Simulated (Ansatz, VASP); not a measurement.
**One calculation of BN, two programs**

```
B N
1.0
     0.00000    1.80481    1.80481
     1.80481    0.00000    1.80481
     1.80481    1.80481    0.00000
B N
1 1
Direct
  0.03117 0.03117 0.96883
  0.75000 0.75000 0.75000
```

Change from the starting cell: all B atoms moved +0.113 Å, as atom 1 along Cartesian [0 0 1].

Alike in both runs: task single point; functional r2SCAN; k mesh 12 × 12 × 12; occupations gaussian, width 0.05 eV; no spin polarisation.

|  | VASP | Ansatz |
| --- | --- | --- |
| version | VASP 6.6.1 | Ansatz 0.2.0 |
| potentials or method | VASP PAW PBE potentials, release 64 (B, N), cutoff 520 eV | scalar-relativistic, plane waves, PAW |
| valence electrons in the cell | 8 | 8 |

Ansatz gave:

- gap on the k mesh at the Fermi level (eV): 3.97
- least direct gap on the mesh (eV): 8.15
- pressure (GPa): 3.8
- traceless stress, the component that is largest in VASP (GPa): -1.34
- rms of the force components (eV/Å): 1.545

Task: What did VASP give for the same quantities?

Result: gap on the k mesh at the Fermi level (eV): 3.95; least direct gap on the mesh (eV): 8.14; pressure (GPa): 4.9; traceless stress, the component that is largest in VASP (GPa): -1.70; rms of the force components (eV/Å): 1.547.

VASP's potentials were made for PBE, not for r2SCAN. Atom by atom the forces differ by 0.002 eV/Å (rms over components). With one functional, cell and mesh, what is left measures potentials, basis and numerics.
